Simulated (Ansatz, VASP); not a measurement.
**One calculation of Ir, two programs**

The input INCAR:

```
SYSTEM = Ir
PREC = Accurate ; ENCUT = 520
EDIFF = 1E-6 ; ISMEAR = 0
SIGMA = 0.15 ; LREAL = .False.
LASPH = .True. ; NELM = 80
ALGO = Fast ; ISIF = 2
LWAVE = .False. ; LCHARG = .False.
GGA = PS ; NBANDS = 10
```

File KPOINTS:

```
Automatic mesh
0
Gamma
  22 22 22
  0 0 0
```

File POSCAR:

```
Ir
1.0
    0.0000000000      1.7661240000      1.9964880000
    1.7661240000      0.0000000000      1.9964880000
    1.7661240000      1.7661240000      0.0000000000
Ir
1
Direct
    0.0000000000      0.0000000000      0.0000000000
```

Input for Ansatz:

```yaml
crystal:
  lattice:
    - [0.0, 1.766124, 1.996488]
    - [1.766124, 0.0, 1.996488]
    - [1.766124, 1.766124, 0.0]
  atoms:
    - { symbol: Ir, position: [0.0, 0.0, 0.0] }
basis:
  ecutwfc: 420
kpoints:
  mp_grid: { grid: [22, 22, 22] }
hamiltonian:
  xc: pbesol
scf:
  occupations: { method: gaussian, width: 0.15 }
output:
  forces: true
  stress: true
  eigenvalues: true
```

Change from the starting cell: strain -0.080 along x and y, +0.040 along z, atoms carried along.

Alike in both runs: task single point; functional PBEsol; k mesh 22 × 22 × 22; occupations gaussian, width 0.15 eV; no spin polarisation.

```csv
,VASP,Ansatz
version,VASP 6.6.1,Ansatz 0.2.0
potentials or method,"VASP PAW PBE potentials, release 64 (Ir), cutoff 520 eV","scalar-relativistic, plane waves, PAW"
valence electrons in the cell,9,17
```

```tsv
	VASP	Ansatz	Ansatz less VASP
gap on the k mesh at the Fermi level (eV)	none	none	-
pressure (GPa)	70.2	67.9	-2.37
traceless stress, the component that is largest in VASP (GPa)	-44.96	-44.89	+0.068
```

VASP's potentials were made for PBE, not for PBEsol. A gap of «none» marks a metal or a gap that the smearing closes. Both programs put the cell under a high pressure, so it lies far from rest at this level. VASP's potentials hold 9 valence electrons a cell and Ansatz's 17, so a difference there can come from the potentials and not from the codes.

Neither program's run includes spin-orbit coupling. Noted on VASP's run: the cell as given lies far from equilibrium.
